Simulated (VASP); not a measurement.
# Sc in VASP: notebook

Sc is run at these levels: PBE; tasks: single point.

Program: VASP 6.6.1. These are calculated values, not measurements. Logs are shortened: lines on timing, memory, paths and dates and some standing lists are left out, and cuts for length are marked.

## 1. The cell of the first run

The typed cell holds 4 atoms: a = 5.340 Å, b = 5.340 Å, c = 3.692 Å, α = 90.00°, β = 90.00°, γ = 90.00°.

## 2. Single point, PBE (strained and its atoms moved)

Contents of INCAR:

```
SYSTEM = Sc
ALGO     = Fast           ! electronic algorithm
EDIFF    = 1E-6           ! SCF threshold, eV
ENCUT    = 520            ! plane-wave cutoff, eV
GGA      = PE             ! functional
ISIF     = 2              ! what is computed and relaxed
ISMEAR   = 0              ! smearing method
LASPH    = .TRUE.         ! aspherical terms in the spheres
LCHARG   = .TRUE.         ! write CHGCAR
LELF     = .TRUE.         ! ELF
LREAL    = .FALSE.        ! projectors in reciprocal space
LVHAR    = .TRUE.       
LWAVE    = .FALSE.        ! write WAVECAR
NBANDS   = 30             ! bands
NELM     = 100            ! most SCF steps
PREC     = Accurate       ! precision mode
SIGMA    = 0.1            ! smearing width, eV
```

Contents of KPOINTS:

```
k-points
0
G
  8 8 10
  0 0 0
```

Contents of POSCAR:

```
Sc
1.0
    5.3403055516      0.0000000000      0.0000000000
    0.0000000000      5.3403055516      0.0000000000
    0.0000000000      0.0000000000      3.6921937609
Sc
4
Direct
    0.5000000000      0.5000000000      0.0000142378
    0.0000000000      0.0000000000      0.0000142378
    0.5000000000      0.0000000000      0.5573506930
    0.0000000000      0.5000000000      0.4426208315
```

Potentials or basis: VASP PAW PBE potentials, release 64 (Sc_sv).

The run is started by

```
> cat potpaw_PBE.64/Sc_sv/POTCAR > POTCAR
> mpirun -np 1 vasp_std > vasp.out
```

OUTCAR:

```text
SYSTEM = Sc
   EDIFF = 1E-6
   ENCUT = 520
   GGA = PE
   ISIF = 2
   ISMEAR = 0
   LASPH = .TRUE.
   LREAL = .FALSE.
   NELM = 100
   PREC = Accurate

 ion  position               nearest neighbor table
   1  0.500  0.500  0.000-   4 3.13   4 3.13   3 3.13   3 3.13   3 3.37   3 3.37   4 3.37   4 3.37

   2  0.000  0.000  0.000-   4 3.13   4 3.13   3 3.13   3 3.13   3 3.37   3 3.37   4 3.37   4 3.37

   3  0.500  0.000  0.557-   1 3.13   2 3.13   1 3.13   2 3.13   1 3.37   1 3.37   2 3.37   2 3.37

   4  0.000  0.500  0.443-   1 3.13   2 3.13   2 3.13   1 3.13   2 3.37   1 3.37   1 3.37   2 3.37

  LATTYP: Found a simple tetragonal cell.
 ALAT       =     5.3403055516
 C/A-ratio  =     0.6913824921

  Lattice vectors:

 A1 = (   5.3403055516,   0.0000000000,   0.0000000000)
 A2 = (   0.0000000000,   5.3403055516,   0.0000000000)
 A3 = (   0.0000000000,   0.0000000000,   3.6921937609)

Analysis of symmetry for initial positions (statically):
=====================================================================
 Subroutine PRICEL returns:
 Original cell was already a primitive cell.

 Routine SETGRP: Setting up the symmetry group for a
 simple tetragonal supercell.

 Subroutine GETGRP returns: Found  8 space group operations
 (whereof  4 operations were pure point group operations)
 out of a pool of 16 trial point group operations.

The static configuration has the point symmetry C_2v.
 The point group associated with its full space group is C_4v.

Analysis of symmetry for dynamics (positions and initial velocities):
=====================================================================
 Subroutine PRICEL returns:
 Original cell was already a primitive cell.

 Routine SETGRP: Setting up the symmetry group for a
 simple tetragonal supercell.

 Subroutine GETGRP returns: Found  8 space group operations
 (whereof  4 operations were pure point group operations)
 out of a pool of 16 trial point group operations.

The dynamic configuration has the point symmetry C_2v.
 The point group associated with its full space group is C_4v.

 Subroutine INISYM returns: Found  8 space group operations
 (whereof  4 operations are pure point group operations),
 and found     1 'primitive' translations

----------------------------------------------------------------------------------------

                                     Primitive cell

  volume of cell :     105.2972

  direct lattice vectors                    reciprocal lattice vectors
     5.340305552  0.000000000  0.000000000     0.187255203  0.000000000  0.000000000
     0.000000000  5.340305552  0.000000000     0.000000000  0.187255203  0.000000000
     0.000000000  0.000000000  3.692193761     0.000000000  0.000000000  0.270841691

  length of vectors
     5.340305552  5.340305552  3.692193761     0.187255203  0.187255203  0.270841691

  position of ions in fractional coordinates (direct lattice)
     0.500000000  0.500000000  0.000014238
     0.000000000  0.000000000  0.000014238
     0.500000000  0.000000000  0.557350693
     0.000000000  0.500000000  0.442620832

  ion indices of the primitive-cell ions
   primitive index   ion index
                 1           1
                 2           2
                 3           3
                 4           4

----------------------------------------------------------------------------------------

 KPOINTS: k-points

Automatic generation of k-mesh.
 Grid dimensions read from file:
 generate k-points for:    8    8   10

 Generating k-lattice:

  Cartesian coordinates                     Fractional coordinates (reciprocal lattice)
     0.023406900  0.000000000  0.000000000     0.125000000  0.000000000  0.000000000
     0.000000000  0.023406900  0.000000000     0.000000000  0.125000000  0.000000000
     0.000000000  0.000000000  0.027084169     0.000000000  0.000000000  0.100000000

  Length of vectors
     0.023406900  0.023406900  0.027084169

  Shift w.r.t. Gamma in fractional coordinates (k-lattice)
     0.000000000  0.000000000  0.000000000

 Subroutine IBZKPT returns following result:
 ===========================================

 Found     90 irreducible k-points:

 Following reciprocal coordinates:
            Coordinates               Weight
  0.000000  0.000000  0.000000      1.000000
  0.125000  0.000000  0.000000      4.000000
  0.250000  0.000000  0.000000      4.000000
  0.375000  0.000000  0.000000      4.000000
  0.500000  0.000000  0.000000      2.000000
  0.125000  0.125000  0.000000      4.000000
[... 16 lines left out ...]
  0.375000  0.125000  0.100000     16.000000
  0.500000  0.125000  0.100000      8.000000
 [... further k-points ...]
   k-points           NKPTS =     90   k-points in BZ     NKDIM =     90   number of bands    NBANDS=     30
   number of dos      NEDOS =    301   number of ions     NIONS =      4
   total plane-waves  NPLWV =  44800
   dimension x,y,z NGX =    40 NGY =   40 NGZ =   28
   dimension x,y,z NGXF=    80 NGYF=   80 NGZF=   56
   ions per type =               4
   NGX,Y,Z   is equivalent  to a cutoff of  12.45, 12.45, 12.61 a.u.
   NGXF,Y,Z  is equivalent  to a cutoff of  24.90, 24.90, 25.21 a.u.
 SYSTEM =  Sc
   PREC   = accura    normal or accurate (medium, high low for compatibility)
   ISTART =      0    job   : 0-new  1-cont  2-samecut
   ICHARG =      2    charge: 1-file 2-atom 10-const
   ISPIN  =      1    spin polarized calculation?
   LNONCOLLINEAR =      F non collinear calculations
   LSORBIT =      F    spin-orbit coupling
   LASPH  =      T    aspherical Exc in radial PAW
   ENCUT  =  520.0 eV  38.22 Ry    6.18 a.u.   9.93  9.93  6.87*2*pi/ulx,y,z
   NELM   =    100;   NELMIN=  2; NELMDL= -5     # of ELM steps
   EDIFF  = 0.1E-05   stopping-criterion for ELM
   LREAL  =      F    real-space projection
   EDIFFG = 0.1E-04   stopping-criterion for IOM
   NSW    =      0    number of steps for IOM
   IBRION =     -1    ionic relax: 0-MD 1-quasi-New 2-CG
   NFREE  =      0    steps in history (QN), initial steepest desc. (CG)
   ISIF   =      2    stress and relaxation
   ISYM   =      2    0-nonsym 1-usesym 2-fastsym
   POTIM  = 0.5000    time-step for ionic-motion
   TEBEG  =    0.0;   TEEND  =   0.0 temperature during run
   PSTRESS=    0.0 pullay stress
   NELECT =      44.0000    total number of electrons
   NUPDOWN=      -1.0000    fix difference up-down
   EMIN   =  10.00;   EMAX   =-10.00  energy-range for DOS
   EFERMI =   0.00;   METHOD = LEGACY
   ISMEAR =     0;   SIGMA  =   0.10  broadening in eV -4-tet -1-fermi 0-gaus
   EFERMI_NEDOS =   21; number of points for ismear=-14 and -15
   IALGO  =     68    algorithm
   IMIX   =      4    mixing-type and parameters
     AMIX     =   0.40;   BMIX     =  1.00
     AMIX_MAG =   1.60;   BMIX_MAG =  1.00
  volume/ion in A,a.u.               =      26.32       177.65
  Fermi-wavevector in a.u.,A,eV,Ry     =   1.223921  2.312876 20.381301  1.497983
  Thomas-Fermi vector in A             =   2.359015
   LORBIT       =      0    0 simple, 1 ext, 2 COOP (PROOUT), +10 PAW based schemes
   GGA     = PE    functional components
   LHFCALC =     F    Hartree Fock is set to
   AEXX    =    0.0000 exact exchange contribution
   IVDW    =     0    specifies the selected vdW correction
   LEPSILON=     F    determine dielectric tensor
   LRPA    =     F    only Hartree local field effects (RPA)
 non-spin polarized calculation
 RMM-DIIS sequential band-by-band and
 Gauss-broadening in eV      SIGMA  =   0.10
  energy-cutoff  :      520.00
  volume of cell :      105.30
 maximum number of plane-waves:      2860
 NGX is ok and might be reduce to    40
   NGX = 19   NGY = 19   NGZ = 13

 number of electron      44.0000023 magnetization

 Free energy of the ion-electron system (eV)
  ---------------------------------------------------
  ext. energy  EPLUGINS =         0.00000000
  ---------------------------------------------------
  free energy    TOTEN  =       -24.42722602 eV

  energy without entropy =      -24.37807759  energy(sigma->0) =      -24.40265181

 E-fermi :   3.3836     XC(G=0):  -9.6202

 val. band max:        3.3802845331   @ k =   0.2500   0.2500   0.4000
 cond. band min:       3.3850381467   @ k =   0.0000   0.0000   0.4000
 fundamental gap:      0.0047536136
 Fermi energy:         3.3835592765

 k-point     1 :       0.0000    0.0000    0.0000
  band No.  band energies     occupation
      1     -46.3790      2.00000
      2     -46.3384      2.00000
      3     -46.3166      2.00000
      4     -46.2869      2.00000
      5     -25.1474      2.00000
      6     -25.1474      2.00000
[... 22 lines left out ...]
     29       5.7145      0.00000
     30       5.9258      0.00000

 k-point     2 :       0.1250    0.0000    0.0000
  band No.  band energies     occupation
      1     -46.3772      2.00000
      2     -46.3387      2.00000
      3     -46.3166      2.00000
      4     -46.2884      2.00000
      5     -25.1440      2.00000
      6     -25.1355      2.00000
[... 22 lines left out ...]
     29       5.5816      0.00000
     30       5.8485      0.00000

 k-point     3 :       0.2500    0.0000    0.0000
  band No.  band energies     occupation
      1     -46.3719      2.00000
      2     -46.3411      2.00000
      3     -46.3155      2.00000
      4     -46.2924      2.00000
      5     -25.1344      2.00000
      6     -25.1017      2.00000
[... 22 lines left out ...]
     29       5.2552      0.00000
     30       5.8204      0.00000

 k-point     4 :       0.3750    0.0000    0.0000
  band No.  band energies     occupation
      1     -46.3641      2.00000
      2     -46.3469      2.00000
      3     -46.3116      2.00000
      4     -46.2985      2.00000
      5     -25.1200      2.00000
      6     -25.0858      2.00000
[... 616 lines left out ...]
     29       5.2175      0.00000
     30       5.6993      0.00000

 k-point    23 :       0.3750    0.1250    0.1000
  band No.  band energies     occupation
      1     -46.3610      2.00000
      2     -46.3449      2.00000
      3     -46.3129      2.00000
      4     -46.3007      2.00000
      5     -25.1046      2.00000
      6     -25.0753      2.00000
[... 22 lines left out ...]
     29       5.4918      0.00000
     30       5.5889      0.00000

 k-point    24 :       0.5000    0.1250    0.1000
  band No.  band energies     occupation
      1     -46.3526      2.00000
      2     -46.3526      2.00000
      3     -46.3072      2.00000
      4     -46.3072      2.00000
      5     -25.0896      2.00000
      6     -25.0896      2.00000
[... 22 lines left out ...]
     29       5.5033      0.00000
     30       5.7363      0.00000

 [... further k-points ...]

------------------------ aborting loop because EDIFF is reached ----------------------------------------

  FORCE on cell =-STRESS in cart. coord.  units (eV):
  Direction    XX          YY          ZZ          XY          YZ          ZX
  --------------------------------------------------------------------------------------
  -------------------------------------------------------------------------------------
  Total       -1.6008672     -1.6008672     -2.4902365      0.0000000      0.0000000      0.0000000
  in kB      -24.3584239    -24.3584239    -37.8908618      0.0000000      0.0000000      0.0000000
  external PRESSURE =     -28.8692365 kB  Pullay stress =       0.0000000 kB

 VOLUME and BASIS-vectors are now :
 -----------------------------------------------------------------------------
  energy-cutoff  :      520.00
  volume of cell :      105.30
      direct lattice vectors                 reciprocal lattice vectors
     5.340305552  0.000000000  0.000000000     0.187255203  0.000000000  0.000000000
     0.000000000  5.340305552  0.000000000     0.000000000  0.187255203  0.000000000
     0.000000000  0.000000000  3.692193761     0.000000000  0.000000000  0.270841691

 POSITION                                       TOTAL-FORCE (eV/Angst)
 -----------------------------------------------------------------------------------
      2.67015      2.67015      0.00005         0.000000      0.000000     -0.000285
      0.00000      0.00000      0.00005         0.000000      0.000000     -0.000285
      2.67015      0.00000      2.05785         0.000000      0.000000     -0.603827
      0.00000      2.67015      1.63424         0.000000      0.000000      0.604398
 -----------------------------------------------------------------------------------
    total drift:                                0.000000      0.000000      0.000054

  FREE ENERGIE OF THE ION-ELECTRON SYSTEM (eV)
  ---------------------------------------------------
  free  energy   TOTEN  =       -24.4272260207 eV

  energy  without entropy=      -24.3780775945  energy(sigma->0) =      -24.40265181
```

Wall time 2.9 min (1 thread of AMD EPYC 9R45 (Zen 5), shared host); peak memory 0.31 GiB.

Results:

```
Free energy            : -24.4272 eV
Pressure               : -2.9 GPa
Largest force          : 0.604 eV/Å
Band gap on the k mesh : zero (bands 22 and 23 overlap by 0.61 eV)
```

Forces on the atoms (eV/Å):
```
Sc   0.000  0.000  0.000
Sc   0.000  0.000  0.000
Sc   0.000  0.000 -0.604
Sc   0.000  0.000  0.604
```

Levels at points of the mesh, in eV from the Fermi level:
```tsv
k point	band 20	band 21	band 22	band 23	band 24	band 25
(0.00, 0.00, 0.00)	-1.13	-0.98	0.29	0.29	0.49	0.49
(0.50, 0.00, 0.00)	-0.80	-0.60	-0.60	0.70	0.70	0.91
(0.50, 0.50, 0.00)	-2.44	0.44	0.44	0.55	0.55	1.20
(0.00, 0.00, 0.50)	-0.23	-0.19	-0.19	-0.17	-0.15	0.47
(0.50, 0.00, 0.50)	-1.36	-0.27	-0.27	0.15	0.15	0.33
(0.50, 0.50, 0.50)	-1.64	0.04	0.04	0.24	0.24	0.38
```

Caveat: the cell differs from its parent crystal (strained and its atoms moved).

(Part 1 of 2 ends here.)
